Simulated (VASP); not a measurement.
Here is a VASP 6.6.1 calculation.

INCAR

```
PREC = Accurate
ENCUT = 600
EDIFF = 1E-6
ISMEAR = 0
SIGMA = 0.02
LREAL = F
LASPH = T
NELM = 80
ALGO = Normal
ISIF = 4
LWAVE = F
LCHARG = F
GGA = PS
IBRION = 2
NSW = 50
EDIFFG = -0.01
```

File KPOINTS:

```
Automatic mesh
0
Gamma
  9 9 6
```

Contents of POSCAR:

```
BaH2
1.0
    4.4971936087      0.0000000000      0.0000000000
   -2.2485968044      3.8946839109      0.0000000000
    0.0000000000      0.0000000000      6.0597757028
Ba H
2 4
Direct
    0.6666666667      0.3333333333      0.7500000000
    0.3333333333      0.6666666667      0.2500000000
    0.3333333333      0.6666666667      0.7500000000
    0.6666666667      0.3333333333      0.2500000000
    0.0000000000      0.0000000000      0.5000000000
    0.0000000000      0.0000000000      0.0000000000
```

Potentials or basis: VASP PAW PBE potentials, release 64 (Ba_sv, H).

Command:

```bash
$ cat potpaw_PBE.64/Ba_sv/POTCAR potpaw_PBE.64/H/POTCAR > POTCAR
$ mpirun -np 1 vasp_std > vasp.out
```

Task: What does it give for the band gap on the k mesh?

Result: 1.40 eV (least direct gap 2.55 eV).

Final structure:
```
CELL_PARAMETERS angstrom
4.47308 0.00000 0.00000
-2.23654 3.87380 0.00000
0.00000 0.00000 6.12529
ATOMIC_POSITIONS crystal
Ba 0.66667 0.33333 0.75000
Ba 0.33333 0.66667 0.25000
H 0.33333 0.66667 0.75000
H 0.66667 0.33333 0.25000
H 0.00000 0.00000 0.50000
H 0.00000 0.00000 0.00000
```

Caveat: spin-orbit coupling is left out, which moves the levels of the heavy elements. A k mesh can miss the band edges.
